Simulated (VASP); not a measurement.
Set up this calculation in VASP 6.6.1, as the native input.

```yaml
Task: single point
Functional: RPBE
Potentials_or_basis: VASP PAW PBE potentials, release 64 (Sb, Ga_d)
Cutoff: 520 eV
k_mesh: 8 × 8 × 8
Occupations: fermi-dirac, width 0.05 eV
Spin: no spin polarisation
Dipole_correction: no
Further_INCAR_settings: ALGO = Normal; EDIFF = 1e-06; NBANDS = 16
```

The structure of GaSb lies in POSCAR:

```
GaSb
1.0
    0.0000000000      3.0992546163      3.0992546163
    3.0992546163      0.0000000000      3.0992546163
    3.0992546163      3.0992546163      0.0000000000
Sb Ga
1 1
Direct
    0.7500000000      0.7500000000      0.7500000000
    0.0000000000      0.0000000000      0.0000000000
```

These files were run (other wordings do the same):

INCAR

```
SYSTEM = GaSb
ALGO = Normal ; EDIFF = 1E-6
ENCUT = 520 ; GGA = RP
ISIF = 2 ; ISMEAR = -1
LASPH = .TRUE. ; LCHARG = .FALSE.
LREAL = .FALSE. ; LWAVE = .FALSE.
NBANDS = 16 ; NELM = 60
PREC = Accurate ; SIGMA = 0.05
```

KPOINTS

```
k-points
0
G
  8 8 8
  0 0 0
```

Potentials or basis: VASP PAW PBE potentials, release 64 (Sb, Ga_d).

Run with:

```bash
$ cat potpaw_PBE.64/Sb/POTCAR potpaw_PBE.64/Ga_d/POTCAR > POTCAR
$ mpirun -np 1 vasp_std > vasp.out
```

Results of the run:

```yaml
Pressure: 1.9 GPa
Band_gap_on_the_k_mesh: zero (filled and empty bands touch)
```

Caveat: the PAW data sets were made with another functional, which shifts forces and pressure a little; spin-orbit coupling is left out, which moves the levels of the heavy elements.

Wall time 15 s on 1 thread of AMD EPYC 9R45 96-Core Processor (Zen 5) (shared host), peak memory 0.18 GiB.
